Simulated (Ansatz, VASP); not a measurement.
Two plane-wave programs on GaN

The input POSCAR:

```
GaN
1.0
    0.0216474231      2.1301626580      2.1301626580
    2.1301626580      0.0216474231      2.1301626580
    2.1301626580      2.1301626580      0.0216474231
Ga N
1 1
Direct
    0.0000000000      0.0000000000      0.0000000000
    0.5000000000      0.5000000000      0.5000000000
```

The input INCAR.step1:

```
PREC = Accurate
ENCUT = 660
ISMEAR = 0
SIGMA = 0.01
LREAL = F
LASPH = T
NELM = 120
NBANDS = 16
GGA = PE
ALGO = Normal
EDIFF = 1E-5
LWAVE = T
LCHARG = F
GGA_COMPAT = F
```

File INCAR.step2:

```
PREC = Accurate
ENCUT = 660
EDIFF = 1E-6
ISMEAR = 0
SIGMA = 0.01
LREAL = F
LASPH = T
NELM = 120
ALGO = Normal
ISIF = 2
LWAVE = F
LCHARG = F
METAGGA = R2SCAN
LMIXTAU = T
NBANDS = 16
ISTART = 1
GGA_COMPAT = F
```

KPOINTS

```
regular mesh
0
Gamma
  10 10 10
```

Input for Ansatz:

```yaml
crystal:
  lattice:
    - [0.0216474231, 2.130162658, 2.130162658]
    - [2.130162658, 0.0216474231, 2.130162658]
    - [2.130162658, 2.130162658, 0.0216474231]
  atoms:
    - { symbol: Ga, position: [0.0, 0.0, 0.0] }
    - { symbol: "N", position: [0.5, 0.5, 0.5] }
kpoints:
  mp_grid: { grid: [10, 10, 10] }
  band_path:
    path:
      - [0.0, 0.0, 0.0]
      - [0.5, 0.0, 0.5]
      - [0.625, 0.25, 0.625]
      - [0.375, 0.375, 0.75]
      - [0.5, 0.5, 0.5]
      - [0.5, 0.25, 0.75]
      - [0.1875, 0.1875, 0.375]
    npoints: 1
hamiltonian:
  xc: r2scan
scf:
  occupations: { method: fixed }
  n_extra_bands: 4
output:
  forces: true
  stress: true
  eigenvalues: true
```

Change from the starting cell: shear_111 strain +1.5%.

Alike in both runs: task single point; functional r2SCAN; k mesh 10 × 10 × 10; no spin polarisation.

|  | VASP | Ansatz |
| --- | --- | --- |
| version | VASP 6.6.1 | Ansatz 0.2.0 |
| potentials or method | VASP PAW PBE potentials, release 64 (Ga_d, N) | plane waves, PAW |
| plane-wave cutoff (eV) | 660 | 500 |
| occupations | gaussian, width 0.01 eV | fixed |
| valence electrons in the cell | 18 | 18 |

|  | VASP | Ansatz | Ansatz less VASP |
| --- | --- | --- | --- |
| gap on the k mesh at the Fermi level (eV) | 1.03 | 1.05 | +0.022 |
| pressure (GPa) | -2.5 | -3.6 | -1.10 |
| traceless stress, the component that is largest in VASP (GPa) | -2.38 | -2.38 | -0.004 |

VASP's potentials were made for PBE, not for r2SCAN.
